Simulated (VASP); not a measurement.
# Sc (P6_3/mmc) in VASP: a series of runs

The runs below take Sc through single point, with PBEsol.

Everything below comes from runs of VASP 6.6.1. Logs are shortened: lines on timing, memory, paths and dates and some standing lists are left out, and cuts for length are marked.

## (1) The cell of the first run

It takes space group P6_3/mmc (No. 194, hexagonal). Conventional cell: a = 3.309 Å, b = 3.309 Å, c = 5.273 Å, α = 90.00°, β = 90.00°, γ = 120.00°. Sc (site symmetry -6m2) has 12 Sc at 3.26 to 3.31 Å within 4.3 Å.

## (2) Single point, PBEsol

The input, INCAR:

```
SYSTEM = Sc
  PREC = Accurate
  ENCUT = 500
  EDIFF = 1E-6
  ISMEAR = -1
  SIGMA = 0.01
  LREAL = .FALSE.
  LASPH = .TRUE.
  NELM = 120
  ALGO = Normal
  ISIF = 2
  LWAVE = .FALSE.
  LCHARG = .FALSE.
  GGA = PS
  NBANDS = 18
  GGA_COMPAT = .FALSE.
```

The input, KPOINTS:

```
regular mesh
0
G
  5 5 3
  0 0 0
```

The input, POSCAR:

```
Sc
1.0
    3.3090000000      0.0000000000      0.0000000000
   -1.6545000000      2.8656780611      0.0000000000
    0.0000000000      0.0000000000      5.2733000000
Sc
2
Direct
    0.3333333333      0.6666666667      0.2500000000
    0.6666666667      0.3333333333      0.7500000000
```

Potentials or basis: VASP PAW PBE potentials, release 64 (Sc_sv).

On the command line:

```bash
$ cat potpaw_PBE.64/Sc_sv/POTCAR > POTCAR
$ mpirun -np 1 vasp_std > vasp.out
```

OUTCAR:

```text
SYSTEM = Sc
   PREC = Accurate
   ENCUT = 500
   EDIFF = 1E-6
   ISMEAR = -1
   LREAL = .FALSE.
   LASPH = .TRUE.
   NELM = 120
   ISIF = 2
   GGA = PS

 ion  position               nearest neighbor table
   1  0.333  0.667  0.250-   2 3.26   2 3.26   2 3.26   2 3.26   2 3.26   2 3.26
   2  0.667  0.333  0.750-   1 3.26   1 3.26   1 3.26   1 3.26   1 3.26   1 3.26

  LATTYP: Found a hexagonal cell.
 ALAT       =     3.3090000000
 C/A-ratio  =     1.5936234512

  Lattice vectors:

 A1 = (   3.3090000000,   0.0000000000,   0.0000000000)
 A2 = (  -1.6545000000,   2.8656780611,   0.0000000000)
 A3 = (   0.0000000000,   0.0000000000,   5.2733000000)

Analysis of symmetry for initial positions (statically):
=====================================================================
 Subroutine PRICEL returns:
 Original cell was already a primitive cell.

 Routine SETGRP: Setting up the symmetry group for a
 hexagonal supercell.

 Subroutine GETGRP returns: Found 24 space group operations
 (whereof 12 operations were pure point group operations)
 out of a pool of 24 trial point group operations.

The static configuration has the point symmetry D_3d.
 The point group associated with its full space group is D_6h.

Analysis of symmetry for dynamics (positions and initial velocities):
=====================================================================
 Subroutine PRICEL returns:
 Original cell was already a primitive cell.

 Routine SETGRP: Setting up the symmetry group for a
 hexagonal supercell.

 Subroutine GETGRP returns: Found 24 space group operations
 (whereof 12 operations were pure point group operations)
 out of a pool of 24 trial point group operations.

The dynamic configuration has the point symmetry D_3d.
 The point group associated with its full space group is D_6h.

 Subroutine INISYM returns: Found 24 space group operations
 (whereof 12 operations are pure point group operations),
 and found     1 'primitive' translations

----------------------------------------------------------------------------------------

                                     Primitive cell

  volume of cell :      50.0042

  direct lattice vectors                    reciprocal lattice vectors
     3.309000000  0.000000000  0.000000000     0.302206105  0.174478776  0.000000000
    -1.654500000  2.865678061  0.000000000     0.000000000  0.348957552  0.000000000
     0.000000000  0.000000000  5.273300000     0.000000000  0.000000000  0.189634574

  length of vectors
     3.309000000  3.309000000  5.273300000     0.348957552  0.348957552  0.189634574

  position of ions in fractional coordinates (direct lattice)
     0.333333333  0.666666667  0.250000000
     0.666666667  0.333333333  0.750000000

  ion indices of the primitive-cell ions
   primitive index   ion index
                 1           1
                 2           2

----------------------------------------------------------------------------------------

 KPOINTS: regular mesh

Automatic generation of k-mesh.
 Grid dimensions read from file:
 generate k-points for:    5    5    3

 Generating k-lattice:

  Cartesian coordinates                     Fractional coordinates (reciprocal lattice)
     0.060441221  0.034895755  0.000000000     0.200000000 -0.000000000  0.000000000
     0.000000000  0.069791510  0.000000000     0.000000000  0.200000000  0.000000000
     0.000000000  0.000000000  0.063211525     0.000000000  0.000000000  0.333333333

  Length of vectors
     0.069791510  0.069791510  0.063211525

  Shift w.r.t. Gamma in fractional coordinates (k-lattice)
     0.000000000  0.000000000  0.000000000

 Subroutine IBZKPT returns following result:
 ===========================================

 Found     10 irreducible k-points:

 Following reciprocal coordinates:
            Coordinates               Weight
  0.000000  0.000000  0.000000      1.000000
  0.200000 -0.000000  0.000000      6.000000
  0.400000  0.000000  0.000000      6.000000
  0.200000  0.200000  0.000000      6.000000
  0.400000  0.200000  0.000000      6.000000
  0.000000  0.000000  0.333333      2.000000
  0.200000 -0.000000  0.333333     12.000000
  0.400000  0.000000  0.333333     12.000000
  0.200000  0.200000  0.333333     12.000000
  0.400000  0.200000  0.333333     12.000000
   k-points           NKPTS =     10   k-points in BZ     NKDIM =     10   number of bands    NBANDS=     18
   number of dos      NEDOS =    301   number of ions     NIONS =      2
   total plane-waves  NPLWV =  23040
   dimension x,y,z NGX =    24 NGY =   24 NGZ =   40
   dimension x,y,z NGXF=    48 NGYF=   48 NGZF=   80
   ions per type =               2
   NGX,Y,Z   is equivalent  to a cutoff of  12.06, 12.06, 12.61 a.u.
   NGXF,Y,Z  is equivalent  to a cutoff of  24.12, 24.12, 25.22 a.u.
 SYSTEM =  Sc
   PREC   = accura    normal or accurate (medium, high low for compatibility)
   ISTART =      0    job   : 0-new  1-cont  2-samecut
   ICHARG =      2    charge: 1-file 2-atom 10-const
   ISPIN  =      1    spin polarized calculation?
   LNONCOLLINEAR =      F non collinear calculations
   LSORBIT =      F    spin-orbit coupling
   LASPH  =      T    aspherical Exc in radial PAW
   ENCUT  =  500.0 eV  36.75 Ry    6.06 a.u.   6.03  6.03  9.61*2*pi/ulx,y,z
   NELM   =    120;   NELMIN=  2; NELMDL= -5     # of ELM steps
   EDIFF  = 0.1E-05   stopping-criterion for ELM
   LREAL  =      F    real-space projection
   EDIFFG = 0.1E-04   stopping-criterion for IOM
   NSW    =      0    number of steps for IOM
   IBRION =     -1    ionic relax: 0-MD 1-quasi-New 2-CG
   NFREE  =      0    steps in history (QN), initial steepest desc. (CG)
   ISIF   =      2    stress and relaxation
   ISYM   =      2    0-nonsym 1-usesym 2-fastsym
   POTIM  = 0.5000    time-step for ionic-motion
   TEBEG  =    0.0;   TEEND  =   0.0 temperature during run
   PSTRESS=    0.0 pullay stress
   NELECT =      22.0000    total number of electrons
   NUPDOWN=      -1.0000    fix difference up-down
   EMIN   =  10.00;   EMAX   =-10.00  energy-range for DOS
   EFERMI =   0.00;   METHOD = LEGACY
   ISMEAR =    -1;   SIGMA  =   0.01  broadening in eV -4-tet -1-fermi 0-gaus
   EFERMI_NEDOS =   21; number of points for ismear=-14 and -15
   IALGO  =     38    algorithm
   IMIX   =      4    mixing-type and parameters
     AMIX     =   0.40;   BMIX     =  1.00
     AMIX_MAG =   1.60;   BMIX_MAG =  1.00
  volume/ion in A,a.u.               =      25.00       168.72
  Fermi-wavevector in a.u.,A,eV,Ry     =   1.245127  2.352948 21.093660  1.550340
  Thomas-Fermi vector in A             =   2.379363
   LORBIT       =      0    0 simple, 1 ext, 2 COOP (PROOUT), +10 PAW based schemes
   GGA     = PS    functional components
   LHFCALC =     F    Hartree Fock is set to
   AEXX    =    0.0000 exact exchange contribution
   IVDW    =     0    specifies the selected vdW correction
   LEPSILON=     F    determine dielectric tensor
   LRPA    =     F    only Hartree local field effects (RPA)
 non-spin polarized calculation
  energy-cutoff  :      500.00
  volume of cell :       50.00
 maximum number of plane-waves:      1281
   NGX = 13   NGY = 13   NGZ = 19

 number of electron      22.0000007 magnetization

 Free energy of the ion-electron system (eV)
  ---------------------------------------------------
  ext. energy  EPLUGINS =         0.00000000
  ---------------------------------------------------
  free energy    TOTEN  =       -13.13230029 eV

  energy without entropy =      -13.12922920  energy(sigma->0) =      -13.13076475

 E-fermi :   3.4316     XC(G=0):  -9.9363

 val. band max:        3.4195002792   @ k =   0.2000   0.2000   0.0000
 cond. band min:       3.4667636029   @ k =   0.2000   0.2000   0.3333
 fundamental gap:      0.0472633237
 Fermi energy:         3.4315565812

 k-point     1 :       0.0000    0.0000    0.0000
  band No.  band energies     occupation
      1     -45.7856      2.00000
      2     -45.7233      2.00000
      3     -24.6874      2.00000
      4     -24.3497      2.00000
      5     -24.3497      2.00000
      6     -24.2924      2.00000
[... 10 lines left out ...]
     17       5.8285      0.00000
     18       5.8285      0.00000

 k-point     2 :       0.2000   -0.0000    0.0000
  band No.  band energies     occupation
      1     -45.7687      2.00000
      2     -45.7169      2.00000
      3     -24.6405      2.00000
      4     -24.4424      2.00000
      5     -24.3868      2.00000
      6     -24.3794      2.00000
[... 10 lines left out ...]
     17       5.7975      0.00000
     18       6.0098      0.00000

 k-point     3 :       0.4000    0.0000    0.0000
  band No.  band energies     occupation
      1     -45.7375      2.00000
      2     -45.7102      2.00000
      3     -24.5950      2.00000
      4     -24.5404      2.00000
      5     -24.5306      2.00000
      6     -24.4244      2.00000
[... 10 lines left out ...]
     17       7.0499      0.00000
     18       7.1086      0.00000

 k-point     4 :       0.2000    0.2000    0.0000
  band No.  band energies     occupation
      1     -45.7442      2.00000
      2     -45.7107      2.00000
      3     -24.5644      2.00000
      4     -24.5229      2.00000
      5     -24.5163      2.00000
      6     -24.4149      2.00000
[... 10 lines left out ...]
     17       6.7419      0.00000
     18       7.1175      0.00000

 k-point     5 :       0.4000    0.2000    0.0000
  band No.  band energies     occupation
      1     -45.7243      2.00000
      2     -45.7117      2.00000
      3     -24.5925      2.00000
      4     -24.5274      2.00000
      5     -24.4869      2.00000
      6     -24.4800      2.00000
[... 10 lines left out ...]
     17       7.1816      0.00000
     18       7.2236      0.00000

 k-point     6 :       0.0000    0.0000    0.3333
  band No.  band energies     occupation
      1     -45.7701      2.00000
      2     -45.7389      2.00000
      3     -24.5897      2.00000
      4     -24.3897      2.00000
      5     -24.3354      2.00000
      6     -24.3354      2.00000
[... 10 lines left out ...]
     17       6.3968      0.00000
     18       6.3968      0.00000

 k-point     7 :       0.2000   -0.0000    0.3333
  band No.  band energies     occupation
      1     -45.7558      2.00000
      2     -45.7299      2.00000
      3     -24.5814      2.00000
      4     -24.4579      2.00000
      5     -24.4040      2.00000
      6     -24.3612      2.00000
[... 10 lines left out ...]
     17       6.3404      0.00000
     18       6.4348      0.00000

 k-point     8 :       0.4000    0.0000    0.3333
  band No.  band energies     occupation
      1     -45.7307      2.00000
      2     -45.7170      2.00000
      3     -24.6381      2.00000
      4     -24.5951      2.00000
      5     -24.4354      2.00000
      6     -24.4013      2.00000
[... 10 lines left out ...]
     17       7.0479      0.00000
     18       7.0598      0.00000

 k-point     9 :       0.2000    0.2000    0.3333
  band No.  band energies     occupation
      1     -45.7359      2.00000
      2     -45.7191      2.00000
      3     -24.5972      2.00000
      4     -24.5555      2.00000
      5     -24.4309      2.00000
      6     -24.4297      2.00000
[... 10 lines left out ...]
     17       6.7549      0.00000
     18       7.0607      0.00000

 k-point    10 :       0.4000    0.2000    0.3333
  band No.  band energies     occupation
      1     -45.7211      2.00000
      2     -45.7148      2.00000
      3     -24.6229      2.00000
      4     -24.5941      2.00000
      5     -24.4914      2.00000
      6     -24.4372      2.00000
[... 10 lines left out ...]
     17       6.9895      0.00000
     18       7.2782      0.00000

------------------------ aborting loop because EDIFF is reached ----------------------------------------

  FORCE on cell =-STRESS in cart. coord.  units (eV):
  Direction    XX          YY          ZZ          XY          YZ          ZX
  --------------------------------------------------------------------------------------
  -------------------------------------------------------------------------------------
  Total       -0.5972289     -0.5972289     -0.9320251      0.0000000     -0.0000000     -0.0000000
  in kB      -19.1357171    -19.1357171    -29.8628695      0.0000000     -0.0000000     -0.0000000
  external PRESSURE =     -22.7114346 kB  Pullay stress =       0.0000000 kB

 VOLUME and BASIS-vectors are now :
 -----------------------------------------------------------------------------
  energy-cutoff  :      500.00
  volume of cell :       50.00
      direct lattice vectors                 reciprocal lattice vectors
     3.309000000  0.000000000  0.000000000     0.302206105  0.174478776  0.000000000
    -1.654500000  2.865678061  0.000000000     0.000000000  0.348957552  0.000000000
     0.000000000  0.000000000  5.273300000     0.000000000  0.000000000  0.189634574

 POSITION                                       TOTAL-FORCE (eV/Angst)
 -----------------------------------------------------------------------------------
     -0.00000      1.91045      1.31832         0.000000      0.000000      0.000000
      1.65450      0.95523      3.95498        -0.000000      0.000000      0.000000
 -----------------------------------------------------------------------------------
    total drift:                               -0.000000      0.000000     -0.000000

  FREE ENERGIE OF THE ION-ELECTRON SYSTEM (eV)
  ---------------------------------------------------
  free  energy   TOTEN  =       -13.1323002933 eV

  energy  without entropy=      -13.1292292028  energy(sigma->0) =      -13.13076475
```

It took 5.4 s on 1 thread of Intel Xeon 6975P-C (Granite Rapids), shared host; peak memory 0.15 GiB.

Results:

* Free energy: -13.1323 eV
* Pressure: -2.3 GPa
* Band gap on the k mesh: zero (bands 11 and 12 overlap by 0.96 eV)

Caveat: the k points lie up to 0.44 Å⁻¹ apart, too coarse for converged energies and pressures of a metal; the PAW data sets were made with another functional, which shifts forces and pressure a little.

## (3) Single point, PBEsol

The input, INCAR:

```
PREC = Accurate ; ENCUT = 500
EDIFF = 1E-6 ; ISMEAR = -1
SIGMA = 0.01 ; LREAL = False
LASPH = True ; NELM = 120
ALGO = Normal ; ISIF = 2
LWAVE = False ; LCHARG = True
GGA = PS ; LELF = True
LVHAR = True ; NBANDS = 18
GGA_COMPAT = False
```

The input, KPOINTS:

```
regular mesh
0
Gamma
  5 5 3
```

POSCAR is that of step 2.

Potentials or basis: VASP PAW PBE potentials, release 64 (Sc_sv).

On the command line:

```bash
$ cat potpaw_PBE.64/Sc_sv/POTCAR > POTCAR
$ mpirun -np 1 vasp_std > vasp.out
```

It took 6 s on 1 thread of Intel Xeon 6975P-C (Granite Rapids), shared host; peak memory 0.15 GiB.

Results (log left out):

| Property | Result |
| --- | --- |
| Free energy | -13.1323 eV |
| Pressure | -2.3 GPa |
| Band gap on the k mesh | zero (bands 11 and 12 overlap by 0.96 eV) |

Stress tensor (GPa, compression positive):
```
-1.91  0.00  0.00
 0.00 -1.91  0.00
 0.00  0.00 -2.99
```

Levels at points of the mesh, in eV from the Fermi level:
```csv
k point,band 9,band 10,band 11,band 12,band 13,band 14
"(0.00, 0.00, 0.00)",-5.05,-1.62,0.49,1.63,1.63,1.74
```

Caveat: the k points lie up to 0.44 Å⁻¹ apart, too coarse for converged energies and pressures of a metal; the PAW data sets were made with another functional, which shifts forces and pressure a little.
